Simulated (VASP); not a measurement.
Wanted: the native input for a VASP 6.6.1 run.

```yaml
Task: single point
Functional: PBE
Potentials_or_basis: VASP PAW PBE potentials, release 64 (V_sv, Cd)
Cutoff: 520 eV
k_mesh: 6 × 6 × 2
Occupations: gaussian, width 0.1 eV
Spin: collinear spin, ferromagnetic start
Starting_moments: "[2.0, 2.0, 2.0, 2.0, 0.0, 0.0] μB"
Dipole_correction: no
Further_INCAR_settings: ALGO = Fast; EDIFF = 1e-06; NBANDS = 51
```

The structure of V2Cd lies in POSCAR:

```
V2Cd
1.0
    3.0255749836      0.0000000000      0.0000000000
   -1.5127874918      2.6202247969      0.0000000000
    0.0000000000      0.0000000000     11.7682459903
V Cd
4 2
Direct
    0.3333333333      0.6666666667      0.6275000000
    0.6666666667      0.3333333333      0.1275000000
    0.3333333333      0.6666666667      0.8725000000
    0.6666666667      0.3333333333      0.3725000000
    0.3333333333      0.6666666667      0.2500000000
    0.6666666667      0.3333333333      0.7500000000
```

One way to write it, as run:

INCAR

```
SYSTEM = V2Cd
PREC = Accurate
ENCUT = 520
EDIFF = 1E-6
ISMEAR = 0
SIGMA = 0.1
LREAL = .FALSE.
LASPH = .TRUE.
NELM = 150
ALGO = Fast
ISIF = 2
LWAVE = .FALSE.
LCHARG = .FALSE.
ISPIN = 2
MAGMOM = 2 2 2 2 0 0
LORBIT = 11
LMAXMIX = 4
GGA = PE
NBANDS = 51
```

KPOINTS

```
Automatic mesh
0
G
  6 6 2
  0 0 0
```

Potentials or basis: VASP PAW PBE potentials, release 64 (V_sv, Cd).

The run is started by

```console
$ cat potpaw_PBE.64/V_sv/POTCAR potpaw_PBE.64/Cd/POTCAR > POTCAR
$ mpirun -np 1 vasp_std > vasp.out
```

It gave:

```json
{
 "Pressure": "70.4 GPa",
 "Largest force": "10.055 eV/Å",
 "Net moment": "6.54 μB per cell",
 "Site moments": "V +1.35; Cd +0.15 μB",
 "Valence electrons inside the program's atomic spheres": "V 11.74; Cd 11.22"
}
```

Caveat: the k points lie up to 0.40 Å⁻¹ apart; forces of over 1 eV/Å act on the atoms, so gaps and moduli don't describe the material at rest.

Run time: 2.6 min on 1 thread of Intel(R) Xeon(R) Platinum 8259CL CPU @ 2.50GHz (Skylake/Cascade Lake), on a shared host, peak memory 0.31 GiB.
